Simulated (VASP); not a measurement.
# Cr (Im-3m) in VASP: single point with PBEsol

Aim: the single point of Cr with PBEsol.

Program: VASP 6.6.1. These are calculated values, not measurements. Logs are shortened: lines on timing, memory, paths and dates and some standing lists are left out, and cuts for length are marked.

### Step 1. The cell of the first run

It takes space group Im-3m (No. 229, cubic). Conventional cell: a = 2.626 Å, b = 2.626 Å, c = 2.626 Å, α = 90.00°, β = 90.00°, γ = 90.00°. Cr (site symmetry m-3m) has 14 Cr at 2.27 to 2.63 Å within 3.0 Å.

### Step 2. Single point, PBEsol

INCAR

```
SYSTEM = Cr
PREC     = Accurate       ! precision mode
ENCUT    = 520            ! plane-wave cutoff, eV
EDIFF    = 1E-6           ! SCF threshold, eV
ISMEAR   = 0              ! smearing method
SIGMA    = 0.1            ! smearing width, eV
LREAL    = .FALSE.        ! projectors in reciprocal space
LASPH    = .TRUE.         ! aspherical terms in the spheres
NELM     = 100            ! most SCF steps
ALGO     = Fast           ! electronic algorithm
ISIF     = 2              ! what is computed and relaxed
LWAVE    = .FALSE.        ! write WAVECAR
LCHARG   = .FALSE.        ! write CHGCAR
GGA      = PS             ! functional
NBANDS   = 19             ! bands
```

KPOINTS

```
Automatic mesh
0
G
  38 38 38
  0 0 0
```

POSCAR

```
Cr
1.0
    2.6257100762      0.0000000000      0.0000000000
    0.0000000000      2.6257100762      0.0000000000
    0.0000000000      0.0000000000      2.6257100762
Cr
2
Direct
    0.0000000000      0.0000000000      0.0000000000
    0.5000000000      0.5000000000      0.5000000000
```

Potentials or basis: VASP PAW PBE potentials, release 64 (Cr_pv).

Run with:

```bash
$ cat potpaw_PBE.64/Cr_pv/POTCAR > POTCAR
$ mpirun -np 1 vasp_std > vasp.out
```

OUTCAR:

```text
SYSTEM = Cr
   PREC = Accurate
   ENCUT = 520
   EDIFF = 1E-6
   ISMEAR = 0
   LREAL = .FALSE.
   LASPH = .TRUE.
   NELM = 100
   ISIF = 2
   GGA = PS

 ion  position               nearest neighbor table
   1  0.000  0.000  0.000-   2 2.27   2 2.27   2 2.27   2 2.27   2 2.27   2 2.27   2 2.27   2 2.27

   2  0.500  0.500  0.500-   1 2.27   1 2.27   1 2.27   1 2.27   1 2.27   1 2.27   1 2.27   1 2.27

  LATTYP: Found a simple cubic cell.
 ALAT       =     2.6257100762

  Lattice vectors:

 A1 = (   2.6257100762,   0.0000000000,   0.0000000000)
 A2 = (   0.0000000000,   2.6257100762,   0.0000000000)
 A3 = (   0.0000000000,   0.0000000000,   2.6257100762)

Analysis of symmetry for initial positions (statically):
=====================================================================
 Subroutine PRICEL returns following result:

  LATTYP: Found a body centered cubic cell.
 ALAT       =     2.6257100762

  Lattice vectors:

 A1 = (   1.3128550381,   1.3128550381,  -1.3128550381)
 A2 = (  -1.3128550381,   1.3128550381,   1.3128550381)
 A3 = (   1.3128550381,  -1.3128550381,   1.3128550381)

   2 primitive cells build up your supercell.

 Routine SETGRP: Setting up the symmetry group for a
 simple cubic supercell.

 Subroutine GETGRP returns: Found 48 space group operations
 (whereof 48 operations were pure point group operations)
 out of a pool of 48 trial point group operations.

The static configuration has the point symmetry O_h .

Analysis of symmetry for dynamics (positions and initial velocities):
=====================================================================
 Subroutine PRICEL returns following result:

  LATTYP: Found a body centered cubic cell.
 ALAT       =     2.6257100762

  Lattice vectors:

 A1 = (   1.3128550381,   1.3128550381,  -1.3128550381)
 A2 = (  -1.3128550381,   1.3128550381,   1.3128550381)
 A3 = (   1.3128550381,  -1.3128550381,   1.3128550381)

   2 primitive cells build up your supercell.

 Routine SETGRP: Setting up the symmetry group for a
 simple cubic supercell.

 Subroutine GETGRP returns: Found 48 space group operations
 (whereof 48 operations were pure point group operations)
 out of a pool of 48 trial point group operations.

The dynamic configuration has the point symmetry O_h .

 Subroutine INISYM returns: Found 48 space group operations
 (whereof 48 operations are pure point group operations),
 and found     2 'primitive' translations

----------------------------------------------------------------------------------------

                                     Primitive cell

  volume of cell :       9.0513

  direct lattice vectors                    reciprocal lattice vectors
     1.312855038  1.312855038 -1.312855038     0.380849359  0.380849359  0.000000000
    -1.312855038  1.312855038  1.312855038     0.000000000  0.380849359  0.380849359
     1.312855038 -1.312855038  1.312855038     0.380849359  0.000000000  0.380849359

  length of vectors
     2.273931629  2.273931629  2.273931629     0.538602329  0.538602329  0.538602329

  position of ions in fractional coordinates (direct lattice)
     0.000000000  0.000000000  0.000000000

  ion indices of the primitive-cell ions
   primitive index   ion index
                 1           1

----------------------------------------------------------------------------------------

 KPOINTS: Automatic mesh

Automatic generation of k-mesh.
 Grid dimensions read from file:
 generate k-points for:   38   38   38

 Generating k-lattice:

  Cartesian coordinates                     Fractional coordinates (reciprocal lattice)
     0.010022352  0.000000000  0.000000000     0.026315789  0.000000000  0.000000000
     0.000000000  0.010022352  0.000000000     0.000000000  0.026315789  0.000000000
     0.000000000  0.000000000  0.010022352     0.000000000  0.000000000  0.026315789

  Length of vectors
     0.010022352  0.010022352  0.010022352

  Shift w.r.t. Gamma in fractional coordinates (k-lattice)
     0.000000000  0.000000000  0.000000000

 Subroutine IBZKPT returns following result:
 ===========================================

 Found   1540 irreducible k-points:

 Following reciprocal coordinates:
            Coordinates               Weight
  0.000000  0.000000  0.000000      1.000000
  0.026316  0.000000  0.000000      6.000000
  0.052632  0.000000  0.000000      6.000000
  0.078947  0.000000  0.000000      6.000000
  0.105263  0.000000  0.000000      6.000000
  0.131579  0.000000  0.000000      6.000000
[... 16 lines left out ...]
  0.078947  0.026316  0.000000     24.000000
  0.105263  0.026316  0.000000     24.000000
 [... further k-points ...]
   k-points           NKPTS =   1540   k-points in BZ     NKDIM =   1540   number of bands    NBANDS=     19
   number of dos      NEDOS =    301   number of ions     NIONS =      2
   total plane-waves  NPLWV =   8000
   dimension x,y,z NGX =    20 NGY =   20 NGZ =   20
   dimension x,y,z NGXF=    40 NGYF=   40 NGZF=   40
   ions per type =               2
   NGX,Y,Z   is equivalent  to a cutoff of  12.66, 12.66, 12.66 a.u.
   NGXF,Y,Z  is equivalent  to a cutoff of  25.33, 25.33, 25.33 a.u.
 SYSTEM =  Cr
   PREC   = accura    normal or accurate (medium, high low for compatibility)
   ISTART =      0    job   : 0-new  1-cont  2-samecut
   ICHARG =      2    charge: 1-file 2-atom 10-const
   ISPIN  =      1    spin polarized calculation?
   LNONCOLLINEAR =      F non collinear calculations
   LSORBIT =      F    spin-orbit coupling
   LASPH  =      T    aspherical Exc in radial PAW
   ENCUT  =  520.0 eV  38.22 Ry    6.18 a.u.   4.88  4.88  4.88*2*pi/ulx,y,z
   NELM   =    100;   NELMIN=  2; NELMDL= -5     # of ELM steps
   EDIFF  = 0.1E-05   stopping-criterion for ELM
   LREAL  =      F    real-space projection
   EDIFFG = 0.1E-04   stopping-criterion for IOM
   NSW    =      0    number of steps for IOM
   IBRION =     -1    ionic relax: 0-MD 1-quasi-New 2-CG
   NFREE  =      0    steps in history (QN), initial steepest desc. (CG)
   ISIF   =      2    stress and relaxation
   ISYM   =      2    0-nonsym 1-usesym 2-fastsym
   POTIM  = 0.5000    time-step for ionic-motion
   TEBEG  =    0.0;   TEEND  =   0.0 temperature during run
   PSTRESS=    0.0 pullay stress
   NELECT =      24.0000    total number of electrons
   NUPDOWN=      -1.0000    fix difference up-down
   EMIN   =  10.00;   EMAX   =-10.00  energy-range for DOS
   EFERMI =   0.00;   METHOD = LEGACY
   ISMEAR =     0;   SIGMA  =   0.10  broadening in eV -4-tet -1-fermi 0-gaus
   EFERMI_NEDOS =   21; number of points for ismear=-14 and -15
   IALGO  =     68    algorithm
   IMIX   =      4    mixing-type and parameters
     AMIX     =   0.40;   BMIX     =  1.00
     AMIX_MAG =   1.60;   BMIX_MAG =  1.00
  volume/ion in A,a.u.               =       9.05        61.08
  Fermi-wavevector in a.u.,A,eV,Ry     =   1.798450  3.398579 44.007010  3.234424
  Thomas-Fermi vector in A             =   2.859586
   LORBIT       =      0    0 simple, 1 ext, 2 COOP (PROOUT), +10 PAW based schemes
   GGA     = PS    functional components
   LHFCALC =     F    Hartree Fock is set to
   AEXX    =    0.0000 exact exchange contribution
   IVDW    =     0    specifies the selected vdW correction
   LEPSILON=     F    determine dielectric tensor
   LRPA    =     F    only Hartree local field effects (RPA)
 non-spin polarized calculation
 RMM-DIIS sequential band-by-band and
 Gauss-broadening in eV      SIGMA  =   0.10
  energy-cutoff  :      520.00
  volume of cell :       18.10
 maximum number of plane-waves:       500
 NGX is ok and might be reduce to    20
   NGX =  9   NGY =  9   NGZ =  9

 number of electron      24.0000024 magnetization

 Free energy of the ion-electron system (eV)
  ---------------------------------------------------
  ext. energy  EPLUGINS =         0.00000000
  ---------------------------------------------------
  free energy    TOTEN  =       -19.50996389 eV

  energy without entropy =      -19.50425513  energy(sigma->0) =      -19.50710951

 E-fermi :  14.7578     XC(G=0): -15.3273

 val. band max:       14.7564387587   @ k =   0.4211   0.0789   0.0263
 cond. band min:      14.7581253559   @ k =   0.4474   0.4474   0.1579
 fundamental gap:      0.0016865973
 Fermi energy:        14.7577525927

 k-point     1 :       0.0000    0.0000    0.0000
  band No.  band energies     occupation
      1     -28.7447      2.00000
      2     -28.7447      2.00000
      3     -28.7447      2.00000
      4     -27.4552      2.00000
      5     -27.4552      2.00000
      6     -27.4552      2.00000
[... 11 lines left out ...]
     18      21.9942      0.00000
     19      21.9945      0.00000

 k-point     2 :       0.0263    0.0000    0.0000
  band No.  band energies     occupation
      1     -28.7453      2.00000
      2     -28.7424      2.00000
      3     -28.7424      2.00000
      4     -27.4604      2.00000
      5     -27.4573      2.00000
      6     -27.4573      2.00000
[... 11 lines left out ...]
     18      21.9942      0.00000
     19      21.9944      0.00000

 k-point     3 :       0.0526    0.0000    0.0000
  band No.  band energies     occupation
      1     -28.7470      2.00000
      2     -28.7354      2.00000
      3     -28.7354      2.00000
      4     -27.4760      2.00000
      5     -27.4635      2.00000
      6     -27.4635      2.00000
[... 11 lines left out ...]
     18      21.9942      0.00000
     19      27.4976      0.00000

 k-point     4 :       0.0789    0.0000    0.0000
  band No.  band energies     occupation
      1     -28.7497      2.00000
      2     -28.7240      2.00000
      3     -28.7240      2.00000
      4     -27.5016      2.00000
      5     -27.4737      2.00000
      6     -27.4737      2.00000
[... 407 lines left out ...]
     18      21.9942      0.00000
     19      21.9944      0.00000

 k-point    23 :       0.0789    0.0263    0.0000
  band No.  band energies     occupation
      1     -28.7582      2.00000
      2     -28.7217      2.00000
      3     -28.7138      2.00000
      4     -27.5157      2.00000
      5     -27.4757      2.00000
      6     -27.4668      2.00000
[... 11 lines left out ...]
     18      21.9942      0.00000
     19      21.9945      0.00000

 k-point    24 :       0.1053    0.0263    0.0000
  band No.  band energies     occupation
      1     -28.7626      2.00000
      2     -28.7058      2.00000
      3     -28.6969      2.00000
      4     -27.5518      2.00000
      5     -27.4900      2.00000
      6     -27.4799      2.00000
[... 11 lines left out ...]
     18      21.9942      0.00000
     19      21.9950      0.00000

 [... further k-points ...]

------------------------ aborting loop because EDIFF is reached ----------------------------------------

  FORCE on cell =-STRESS in cart. coord.  units (eV):
  Direction    XX          YY          ZZ          XY          YZ          ZX
  --------------------------------------------------------------------------------------
  -------------------------------------------------------------------------------------
  Total       10.1898977     10.1898977     10.1898977      0.0000000      0.0000000      0.0000000
  in kB      901.8620097    901.8620097    901.8620097      0.0000000      0.0000000      0.0000000
  external PRESSURE =     901.8620097 kB  Pullay stress =       0.0000000 kB

 VOLUME and BASIS-vectors are now :
 -----------------------------------------------------------------------------
  energy-cutoff  :      520.00
  volume of cell :       18.10
      direct lattice vectors                 reciprocal lattice vectors
     2.625710076  0.000000000  0.000000000     0.380849359  0.000000000  0.000000000
     0.000000000  2.625710076  0.000000000     0.000000000  0.380849359  0.000000000
     0.000000000  0.000000000  2.625710076     0.000000000  0.000000000  0.380849359

 POSITION                                       TOTAL-FORCE (eV/Angst)
 -----------------------------------------------------------------------------------
      0.00000      0.00000      0.00000        -0.000000     -0.000000     -0.000000
      1.31286      1.31286      1.31286         0.000000      0.000000      0.000000
 -----------------------------------------------------------------------------------
    total drift:                               -0.000000      0.000000      0.000000

  FREE ENERGIE OF THE ION-ELECTRON SYSTEM (eV)
  ---------------------------------------------------
  free  energy   TOTEN  =       -19.5099638925 eV

  energy  without entropy=      -19.5042551320  energy(sigma->0) =      -19.50710951
```

Run time: 2.8 min. Hardware: 1 thread of Intel Xeon 6975P-C (Granite Rapids), shared host; peak memory 0.49 GiB.

What came out:

- Free energy: -19.5100 eV
- Pressure: 90.2 GPa
- Band gap on the k mesh: zero (band 12 reaches 16.30 eV, above the bottom of band 13 at 14.09 eV)

Caveat: the PAW data sets were made with another functional, which shifts forces and pressure a little; the run has no spin polarisation, though such a crystal can be magnetic. Spin polarisation is off, so any magnetic state and its effect on volume and gap are missing.
